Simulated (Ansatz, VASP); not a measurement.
# GdO in VASP and in Ansatz

File INCAR:

```
PREC = Accurate ; ENCUT = 520
EDIFF = 1E-6 ; ISMEAR = 0
SIGMA = 0.05 ; LREAL = F
LASPH = T ; NELM = 150
ALGO = Normal ; ISIF = 2
LWAVE = F ; LCHARG = F
ISPIN = 2 ; MAGMOM = 7.89 -0.03
LORBIT = 11 ; LMAXMIX = 6
LDAU = T ; LDAUTYPE = 2
LDAUL = 3 -1 ; LDAUU = 6 0
LDAUJ = 0 0 ; LDAUPRINT = 1
GGA = PE ; NBANDS = 23
```

The input KPOINTS:

```
regular mesh
0
Gamma
  10 10 10
```

File POSCAR:

```
GdO
1.0
    2.9915352784      0.0000000000      0.0000000000
    0.0000000000      2.9915352784      0.0000000000
    0.0000000000      0.0000000000      2.9915352784
Gd O
1 1
Direct
    0.0000000000      0.0000000000      0.0000000000
    0.5000000000      0.5000000000      0.5000000000
```

Input for Ansatz:

```yaml
crystal:
  lattice:
    - [2.9915352784, 0.0, 0.0]
    - [0.0, 2.9915352784, 0.0]
    - [0.0, 0.0, 2.9915352784]
  atoms:
    - { symbol: Gd, position: [0.0, 0.0, 0.0], spin: 7.89 }
    - { symbol: O, position: [0.5, 0.5, 0.5] }
basis:
  ecutwfc: 420
  ecutrho_ratio: 4
kpoints:
  mp_grid: { grid: [10, 10, 10] }
hamiltonian:
  xc: pbe
  hubbard:
    sites:
      - { species: Gd, l: f, u_eff: 6.0, starting_ns: start.occupation_matrices }
    ns_hold: { iters: 6 }
scf:
  occupations: { method: gaussian, width: 0.05 }
  lower_state_search: "off"
output:
  forces: true
  stress: true
  eigenvalues: true
  populations: true
  hubbard: { sites: [{ species: Gd, l: f }] }
magnetization:
  spin_polarized: true
```

Alike in both runs: task single point; functional PBE; k mesh 10 × 10 × 10; occupations gaussian, width 0.05 eV; collinear spin; Hubbard terms Gd f U = 6.0 eV.

|  | VASP | Ansatz |
| --- | --- | --- |
| version | VASP 6.6.1 | Ansatz 0.2.0 |
| potentials or method | VASP PAW PBE potentials, release 64 (Gd, O), cutoff 520 eV | scalar-relativistic, plane waves, PAW |
| valence electrons in the cell | 24 | 24 |

```tsv
	VASP	Ansatz	Ansatz less VASP
gap on the k mesh at the Fermi level (eV)	none	none	-
pressure (GPa)	5.8	6.0	+0.15
net moment per atom (μB)	3.75	3.75	+0.001
size of the moment on the site where the two differ most (μB)	7.12	7.17	+0.052
```

Site moments also hang on the region over which each program counts them. The programs project onto different local orbitals, so the same U acts differently, and such runs can settle in different states. A gap of «none» marks a metal or a gap that the smearing closes. Ansatz's warnings: filled band counts differ across k points.

Neither program's run includes spin-orbit coupling.
